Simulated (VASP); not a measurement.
## Si2W: relaxation of shape and atoms at fixed volume with PBE

The system is Si2W.

```
Si W
1.0
    -1.63052    1.63052    3.97250
     1.63052   -1.63052    3.97250
     1.63052    1.63052   -3.97250
Si W
2 1
Cartesian
  0.0000 0.0000 2.6581
  0.0000 0.0000 5.2869
  0.0000 0.0000 0.0000
```

| Item | Value |
| --- | --- |
| Program | VASP 6.6.1 |
| Task | relaxation of shape and atoms at fixed volume |
| Functional | PBE |
| Potentials or basis | VASP PAW PBE potentials, release 64 (Si, W_sv) |
| Cutoff | 500 eV |
| k mesh | 18 × 18 × 18 |
| Occupations | gaussian, width 0.1 eV |
| Spin | no spin polarisation |
| Dipole correction | no |
| Further INCAR settings | ALGO = Normal; EDIFF = 1e-07; IBRION = 2; EDIFFG = -0.01; NSW = 50; ISIF = 4 |

| Property | Result |
| --- | --- |
| Energy gained by relaxing | 0.2 meV/atom |
| Ionic steps | 4 |
| Pressure after relaxing | -5.9 GPa |
| Band gap on the k mesh | zero (bands 11 and 12 overlap by 1.18 eV) |

Step by step:
```tsv
step	energy change (eV)	largest force (eV/Å)	pressure (GPa)	volume (Å³)
1	0.0000	0.0737	-6.05	42.24
2	-0.0004	0.0058	-5.92	42.24
3	-0.0004	0.0207	-5.95	42.24
4	-0.0005	0.0013	-5.94	42.24
```

Final structure:
```cif
data_structure
_symmetry_space_group_name_H-M 'P 1'
_symmetry_Int_Tables_number 1
_cell_length_a 4.5892
_cell_length_b 4.5892
_cell_length_c 4.5892
_cell_angle_alpha 138.346
_cell_angle_beta 138.346
_cell_angle_gamma 60.373
_cell_volume 42.24
loop_
_atom_site_label
_atom_site_type_symbol
_atom_site_fract_x
_atom_site_fract_y
_atom_site_fract_z
_atom_site_occupancy
Si1 Si 0.33506 0.33506 0.00000 1
Si2 Si 0.66494 0.66494 0.00000 1
W1 W 0.00000 0.00000 0.00000 1
```

Levels at points of the mesh, in eV from the Fermi level:
```
           k point  band 8  band 9  band 10  band 11  band 12  band 13  band 14  band 15
(0.00, 0.00, 0.00)   -3.11   -2.71    -2.71     0.56     2.49     2.92     2.92     3.11
(0.50, 0.00, 0.00)   -4.71   -2.68    -2.60    -0.38     2.52     2.72     3.82     4.09
(0.50, 0.50, 0.00)   -5.49   -4.83    -3.06    -1.76     2.67     2.77     2.92     3.79
(0.50, 0.50, 0.50)   -2.44   -0.84    -0.84    -0.46    -0.46     0.73     4.37     4.40
```

Wall time 8 min on 1 thread of Intel(R) Xeon(R) 6975P-C (Granite Rapids), with other jobs on the host, peak memory 0.43 GiB.

Caveat: spin-orbit coupling is left out, which moves the levels of the heavy elements.
